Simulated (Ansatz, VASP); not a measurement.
## Ge in VASP and in Ansatz

```
Ge
1.0
     1.88437    1.08794    3.14580
    -1.88437    1.08794    3.14580
     0.00000   -2.17588    3.14580
Ge
2
Cartesian
  0.0000 0.0000 2.3595
  0.0000 0.0000 7.0779
```

Alike in both runs: functional r2SCAN; k mesh 6 × 6 × 6; occupations gaussian, width 0.1 eV; no spin polarisation.

Ansatz relaxed the structure, and its values are those at the end. VASP's run is a single point on that final structure, the one shown.

```csv
,VASP,Ansatz
version,VASP 6.6.1,Ansatz 0.2.0
potentials or method,"VASP PAW PBE potentials, release 64 (Ge_d), cutoff 520 eV","scalar-relativistic, plane waves, PAW"
valence electrons in the cell,28,28
```

VASP gave:

| Property | Result |
| --- | --- |
| gap on the k mesh at the Fermi level (eV) | none |
| pressure (GPa) | -0.1 |

Question: Which values does Ansatz return?

Answer: gap on the k mesh at the Fermi level (eV): none; pressure (GPa): 0.0.

VASP's potentials were made for PBE, not for r2SCAN. A gap of «none» marks a metal or a gap that the smearing closes.
